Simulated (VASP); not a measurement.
# CaO (I4/mcm) in VASP: single point with PBE

Aim: the single point of CaO with PBE.

All numbers are computed with VASP 6.6.1; they aren't measurements. Logs are shortened: lines on timing, memory, paths and dates and some standing lists are left out, and cuts for length are marked.

**1. The cell of the first run**

Symmetry: I4/mcm, No. 140, tetragonal system. The conventional cell has a = 8.242 Å, b = 8.242 Å, c = 4.869 Å, α = 90.00°, β = 90.00°, γ = 90.00°. Ca (site symmetry m2m) has 5 O at 2.40 to 2.43 Å within 3.2 Å. O (site symmetry m2m) has 5 Ca at 2.40 to 2.43 Å within 3.2 Å.

**2. Single point, PBE (volume scaled by 1.10, then relaxed in part)**

INCAR

```
  PREC = Accurate
  ENCUT = 520
  EDIFF = 1E-7
  ISMEAR = 0
  SIGMA = 0.02
  LREAL = False
  LASPH = True
  NELM = 100
  ALGO = Normal
  ISIF = 2
  LWAVE = False
  LCHARG = True
  GGA = PE
  LELF = True
  LVHAR = True
  NBANDS = 42
```

KPOINTS

```
Automatic mesh
0
Gamma
  8 8 8
```

POSCAR

```
CaO
1.0
   -4.1208296490      4.1208296490      2.4343300975
    4.1208296490     -4.1208296490      2.4343300975
    4.1208296490      4.1208296490     -2.4343300975
Ca O
4 4
Direct
    0.8536911797      0.3536911797      0.2073823595
    0.1463088203      0.6463088203      0.7926176405
    0.3536911797      0.1463088203      0.5000000000
    0.6463088203      0.8536911797      0.5000000000
    0.8545906290      0.6454093710      0.5000000000
    0.1454093710      0.3545906290      0.5000000000
    0.3545906290      0.8545906290      0.2091812581
    0.6454093710      0.1454093710      0.7908187419
```

Potentials or basis: VASP PAW PBE potentials, release 64 (Ca_sv, O).

Launch:

```bash
> cat potpaw_PBE.64/Ca_sv/POTCAR potpaw_PBE.64/O/POTCAR > POTCAR
> mpirun -np 1 vasp_std > vasp.out
```

OUTCAR:

```text
PREC = Accurate
   ENCUT = 520
   EDIFF = 1E-7
   ISMEAR = 0
   LREAL = False
   LASPH = True
   NELM = 100
   ISIF = 2
   GGA = PE

 ion  position               nearest neighbor table
   1  0.854  0.354  0.207-   5 2.40   6 2.40   8 2.43   7 2.43   7 2.43
   2  0.146  0.646  0.793-   5 2.40   6 2.40   7 2.43   8 2.43   8 2.43
   3  0.354  0.146  0.500-   7 2.40   8 2.40   6 2.43   5 2.43   5 2.43
   4  0.646  0.854  0.500-   7 2.40   8 2.40   5 2.43   6 2.43   6 2.43
   5  0.855  0.645  0.500-   1 2.40   2 2.40   4 2.43   3 2.43   3 2.43
   6  0.145  0.355  0.500-   1 2.40   2 2.40   3 2.43   4 2.43   4 2.43
   7  0.355  0.855  0.209-   3 2.40   4 2.40   2 2.43   1 2.43   1 2.43
   8  0.645  0.145  0.791-   3 2.40   4 2.40   1 2.43   2 2.43   2 2.43

  LATTYP: Found a body centered tetragonal cell.
 ALAT       =     8.2416592980
 C/A-ratio  =     0.5907378622

  Lattice vectors:

 A1 = (  -4.1208296490,   4.1208296490,   2.4343300975)
 A2 = (   4.1208296490,  -4.1208296490,   2.4343300975)
 A3 = (   4.1208296490,   4.1208296490,  -2.4343300975)

Analysis of symmetry for initial positions (statically):
=====================================================================
 Subroutine PRICEL returns:
 Original cell was already a primitive cell.

 Routine SETGRP: Setting up the symmetry group for a
 body centered tetragonal supercell.

 Subroutine GETGRP returns: Found 16 space group operations
 (whereof  8 operations were pure point group operations)
 out of a pool of 16 trial point group operations.

The static configuration has the point symmetry C_4h.
 The point group associated with its full space group is D_4h.

Analysis of symmetry for dynamics (positions and initial velocities):
=====================================================================
 Subroutine PRICEL returns:
 Original cell was already a primitive cell.

 Routine SETGRP: Setting up the symmetry group for a
 body centered tetragonal supercell.

 Subroutine GETGRP returns: Found 16 space group operations
 (whereof  8 operations were pure point group operations)
 out of a pool of 16 trial point group operations.

The dynamic configuration has the point symmetry C_4h.
 The point group associated with its full space group is D_4h.

 Subroutine INISYM returns: Found 16 space group operations
 (whereof  8 operations are pure point group operations),
 and found     1 'primitive' translations

----------------------------------------------------------------------------------------

                                     Primitive cell

  volume of cell :     165.3517

  direct lattice vectors                    reciprocal lattice vectors
    -4.120829649  4.120829649  2.434330098     0.000000000  0.121334790  0.205395316
     4.120829649 -4.120829649  2.434330098     0.121334790  0.000000000  0.205395316
     4.120829649  4.120829649 -2.434330098     0.121334790  0.121334790  0.000000000

  length of vectors
     6.315729334  6.315729334  6.315729334     0.238556843  0.238556843  0.171593306

  position of ions in fractional coordinates (direct lattice)
     0.853691180  0.353691180  0.207382360
     0.146308820  0.646308820  0.792617640
     0.353691180  0.146308820  0.500000000
     0.646308820  0.853691180  0.500000000
     0.854590629  0.645409371  0.500000000
     0.145409371  0.354590629  0.500000000
     0.354590629  0.854590629  0.209181258
     0.645409371  0.145409371  0.790818742

  ion indices of the primitive-cell ions
   primitive index   ion index
                 1           1
                 2           2
                 3           3
                 4           4
                 5           5
                 6           6
                 7           7
                 8           8

----------------------------------------------------------------------------------------

 KPOINTS: Automatic mesh

Automatic generation of k-mesh.
 Grid dimensions read from file:
 generate k-points for:    8    8    8

 Generating k-lattice:

  Cartesian coordinates                     Fractional coordinates (reciprocal lattice)
     0.000000000  0.015166849  0.025674415     0.125000000  0.000000000  0.000000000
     0.015166849  0.000000000  0.025674415     0.000000000  0.125000000  0.000000000
     0.015166849  0.015166849  0.000000000     0.000000000  0.000000000  0.125000000

  Length of vectors
     0.029819605  0.029819605  0.021449163

  Shift w.r.t. Gamma in fractional coordinates (k-lattice)
     0.000000000  0.000000000  0.000000000

 Subroutine IBZKPT returns following result:
 ===========================================

 Found     59 irreducible k-points:

 Following reciprocal coordinates:
            Coordinates               Weight
  0.000000  0.000000  0.000000      1.000000
  0.125000 -0.000000  0.000000      8.000000
  0.250000 -0.000000  0.000000      8.000000
  0.375000 -0.000000  0.000000      8.000000
  0.500000 -0.000000  0.000000      4.000000
  0.125000  0.125000  0.000000      8.000000
[... 16 lines left out ...]
  0.250000  0.125000  0.125000     16.000000
  0.375000  0.125000  0.125000      8.000000
 [... further k-points ...]
   k-points           NKPTS =     59   k-points in BZ     NKDIM =     59   number of bands    NBANDS=     42
   number of dos      NEDOS =    301   number of ions     NIONS =      8
   total plane-waves  NPLWV = 110592
   dimension x,y,z NGX =    48 NGY =   48 NGZ =   48
   dimension x,y,z NGXF=    96 NGYF=   96 NGZF=   96
   ions per type =               4   4
   NGX,Y,Z   is equivalent  to a cutoff of  12.63, 12.63, 12.63 a.u.
   NGXF,Y,Z  is equivalent  to a cutoff of  25.27, 25.27, 25.27 a.u.
 SYSTEM =  unknown system
   PREC   = accura    normal or accurate (medium, high low for compatibility)
   ISTART =      0    job   : 0-new  1-cont  2-samecut
   ICHARG =      2    charge: 1-file 2-atom 10-const
   ISPIN  =      1    spin polarized calculation?
   LNONCOLLINEAR =      F non collinear calculations
   LSORBIT =      F    spin-orbit coupling
   LASPH  =      T    aspherical Exc in radial PAW
   ENCUT  =  520.0 eV  38.22 Ry    6.18 a.u.  11.74 11.74 11.74*2*pi/ulx,y,z
   NELM   =    100;   NELMIN=  2; NELMDL= -5     # of ELM steps
   EDIFF  = 0.1E-06   stopping-criterion for ELM
   LREAL  =      F    real-space projection
   EDIFFG = 0.1E-05   stopping-criterion for IOM
   NSW    =      0    number of steps for IOM
   IBRION =     -1    ionic relax: 0-MD 1-quasi-New 2-CG
   NFREE  =      0    steps in history (QN), initial steepest desc. (CG)
   ISIF   =      2    stress and relaxation
   ISYM   =      2    0-nonsym 1-usesym 2-fastsym
   POTIM  = 0.5000    time-step for ionic-motion
   TEBEG  =    0.0;   TEEND  =   0.0 temperature during run
   PSTRESS=    0.0 pullay stress
   NELECT =      64.0000    total number of electrons
   NUPDOWN=      -1.0000    fix difference up-down
   EMIN   =  10.00;   EMAX   =-10.00  energy-range for DOS
   EFERMI =   0.00;   METHOD = LEGACY
   ISMEAR =     0;   SIGMA  =   0.02  broadening in eV -4-tet -1-fermi 0-gaus
   EFERMI_NEDOS =   21; number of points for ismear=-14 and -15
   IALGO  =     38    algorithm
   IMIX   =      4    mixing-type and parameters
     AMIX     =   0.40;   BMIX     =  1.00
     AMIX_MAG =   1.60;   BMIX_MAG =  1.00
  volume/ion in A,a.u.               =      20.67       139.48
  Fermi-wavevector in a.u.,A,eV,Ry     =   1.193068  2.254572 19.366689  1.423411
  Thomas-Fermi vector in A             =   2.329091
   LORBIT       =      0    0 simple, 1 ext, 2 COOP (PROOUT), +10 PAW based schemes
   GGA     = PE    functional components
   LHFCALC =     F    Hartree Fock is set to
   AEXX    =    0.0000 exact exchange contribution
   IVDW    =     0    specifies the selected vdW correction
   LEPSILON=     F    determine dielectric tensor
   LRPA    =     F    only Hartree local field effects (RPA)
 non-spin polarized calculation
 Gauss-broadening in eV      SIGMA  =   0.02
  energy-cutoff  :      520.00
  volume of cell :      165.35
 maximum number of plane-waves:      4475
   NGX = 23   NGY = 23   NGZ = 23

 number of electron      63.9999991 magnetization

 Free energy of the ion-electron system (eV)
  ---------------------------------------------------
  ext. energy  EPLUGINS =         0.00000000
  ---------------------------------------------------
  free energy    TOTEN  =       -50.00756239 eV

  energy without entropy =      -50.00756239  energy(sigma->0) =      -50.00756239

 E-fermi :   0.4466     XC(G=0):  -8.1553

 val. band max:        0.3635382880   @ k =   0.0000   0.0000   0.0000
 cond. band min:       2.6598856948   @ k =   0.0000   0.0000   0.0000
 fundamental gap:      2.2963474068
 Fermi energy:         0.4466293736

 k-point     1 :       0.0000    0.0000    0.0000
  band No.  band energies     occupation
      1     -37.8396      2.00000
      2     -37.7791      2.00000
      3     -37.7661      2.00000
      4     -37.7661      2.00000
      5     -19.0938      2.00000
      6     -19.0776      2.00000
[... 34 lines left out ...]
     41       7.5338      0.00000
     42       7.5954      0.00000

 k-point     2 :       0.1250   -0.0000    0.0000
  band No.  band energies     occupation
      1     -37.8356      2.00000
      2     -37.7809      2.00000
      3     -37.7676      2.00000
      4     -37.7664      2.00000
      5     -19.1631      2.00000
      6     -19.1236      2.00000
[... 34 lines left out ...]
     41       7.4220      0.00000
     42       7.4339      0.00000

 k-point     3 :       0.2500   -0.0000    0.0000
  band No.  band energies     occupation
      1     -37.8246      2.00000
      2     -37.7842      2.00000
      3     -37.7716      2.00000
      4     -37.7691      2.00000
      5     -19.2566      2.00000
      6     -19.2059      2.00000
[... 897 lines left out ...]
      4     -37.7744      2.00000
      5     -19.2899      2.00000
      6     -19.2616      2.00000
[... 34 lines left out ...]
     41       6.9938      0.00000
     42       7.6258      0.00000

 k-point    24 :       0.3750    0.1250    0.1250
  band No.  band energies     occupation
      1     -37.7947      2.00000
      2     -37.7947      2.00000
      3     -37.7794      2.00000
      4     -37.7794      2.00000
      5     -19.2966      2.00000
      6     -19.2966      2.00000
[... 34 lines left out ...]
     41       7.4144      0.00000
     42       7.4153      0.00000

 [... further k-points ...]

------------------------ aborting loop because EDIFF is reached ----------------------------------------

  FORCE on cell =-STRESS in cart. coord.  units (eV):
  Direction    XX          YY          ZZ          XY          YZ          ZX
  --------------------------------------------------------------------------------------
  -------------------------------------------------------------------------------------
  Total       -5.5252211     -5.5252211     -5.4879058      0.0000000     -0.0000000      0.0000000
  in kB      -53.5366832    -53.5366832    -53.1751159      0.0000000     -0.0000000      0.0000000
  external PRESSURE =     -53.4161607 kB  Pullay stress =       0.0000000 kB

 VOLUME and BASIS-vectors are now :
 -----------------------------------------------------------------------------
  energy-cutoff  :      520.00
  volume of cell :      165.35
      direct lattice vectors                 reciprocal lattice vectors
    -4.120829649  4.120829649  2.434330098     0.000000000  0.121334790  0.205395316
     4.120829649 -4.120829649  2.434330098     0.121334790  0.000000000  0.205395316
     4.120829649  4.120829649 -2.434330098     0.121334790  0.121334790  0.000000000

 POSITION                                       TOTAL-FORCE (eV/Angst)
 -----------------------------------------------------------------------------------
     -1.20583      2.91500      2.43433        -0.011620     -0.011620     -0.000000
      5.32666      1.20583      0.00000         0.011620      0.011620      0.000000
      1.20583      2.91500      0.00000         0.011620     -0.011620     -0.000000
      2.91500      1.20583      2.43433        -0.011620      0.011620     -0.000000
      1.19841      2.92242      2.43433         0.006686     -0.006686     -0.000000
      2.92242      1.19841      0.00000        -0.006686      0.006686      0.000000
      2.92242     -1.19841      2.43433        -0.006686     -0.006686     -0.000000
      1.19841      5.31924      0.00000         0.006686      0.006686     -0.000000
 -----------------------------------------------------------------------------------
    total drift:                               -0.000000      0.000000     -0.000001

  FREE ENERGIE OF THE ION-ELECTRON SYSTEM (eV)
  ---------------------------------------------------
  free  energy   TOTEN  =       -50.0075623906 eV

  energy  without entropy=      -50.0075623906  energy(sigma->0) =      -50.00756239
```

Run time: 17 min. Hardware: 1 thread of AMD EPYC, shared host; peak memory 0.48 GiB.

What came out:

```yaml
Free_energy: -50.0076 eV
Pressure: -5.3 GPa
Largest_force: 0.016 eV/Å
Band_gap_on_the_k_mesh: 2.30 eV, direct
```

Forces in eV/Å, atoms in the order of the input:
```
Ca  -0.012 -0.012  0.000
Ca   0.012  0.012  0.000
Ca   0.012 -0.012  0.000
Ca  -0.012  0.012  0.000
O    0.007 -0.007  0.000
O   -0.007  0.007  0.000
O   -0.007 -0.007  0.000
O    0.007  0.007  0.000
```

 A k mesh can miss the band edges.
